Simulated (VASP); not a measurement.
Runs of VASP 6.6.1 on PbO2. The structure is tetragonal, space group P4_2/mnm (No. 136). The conventional cell has a = 4.995 Å, b = 4.995 Å, c = 3.409 Å, α = 90.00°, β = 90.00°, γ = 90.00°. Within 2.9 Å of Pb (site symmetry mmm) lie 6 O at 2.17 to 2.18 Å. Within 2.9 Å of O (site symmetry m2m) lie 3 Pb at 2.17 to 2.18 Å and 1 O at 2.72 Å. 

```csv
task,level,potentials or basis,cell,k mesh,cutoff (eV),smearing,gap on the mesh (eV),pressure (GPa),largest force (eV/Å)
single point,PBEsol,"VASP PAW PBE potentials, release 64 (Pb_d, O)",as given,6 × 6 × 8,520,fermi-dirac 0.05 eV,(c),0.5,0.01
single point,LDA,"VASP PAW LDA potentials, release 64 (Pb_d, O)",as given,6 × 6 × 8,520,fermi-dirac 0.05 eV,-,-3.6,(a)
single point,PBE,"VASP PAW PBE potentials, release 64 (Pb_d, O)",as given,5 × 5 × 7,520,gaussian 0.05 eV,0.13,5.9,0.05
relaxation of cell and atoms,PBEsol,"VASP PAW PBE potentials, release 64 (Pb_d, O)",relaxed to 30 GPa,5 × 5 × 6,600,fermi-dirac 0.05 eV,none,29.9,-
relaxation of cell and atoms,PBEsol,"VASP PAW PBE potentials, release 64 (Pb_d, O)",relaxed to 2 GPa,5 × 5 × 6,600,fermi-dirac 0.05 eV,0.16,2.0,0.01
relaxation of cell and atoms,PBEsol,"VASP PAW PBE potentials, release 64 (Pb_d, O)",relaxed to 20 GPa,5 × 5 × 6,600,fermi-dirac 0.05 eV,-,19.9,0.01
single point,r2SCAN,"VASP PAW PBE potentials, release 64 (Pb_d, O)",as given,5 × 5 × 7,520,methfessel-paxton 0.1 eV,0.13,(b),0.02
single point,r2SCAN,"VASP PAW PBE potentials, release 64 (Pb_d, O)",as given,6 × 6 × 8,520,fermi-dirac 0.05 eV,-,0.1,0.02
single point,PBEsol,"VASP PAW PBE potentials, release 64 (Pb_d, O)",as given,4 × 4 × 5,520,fermi-dirac 0.03 eV,0.23,0.5,-
```

Alike in all rows: no spin polarisation.

Problem. Fill in the values left out.

Solution. (a) 0.04; (b) 0.2; (c) 0.07.

Caveats: spin-orbit coupling is left out, which moves the levels of the heavy elements; the PAW data sets were made with another functional, which shifts forces and pressure a little (some runs); the cell is relaxed towards a set pressure, so the enthalpy falls and the energy may rise (some runs).

A k mesh can miss the band edges, and the runs leave out spin-orbit coupling on Pb.

A gap of «none» marks levels without a gap at the run's occupations.
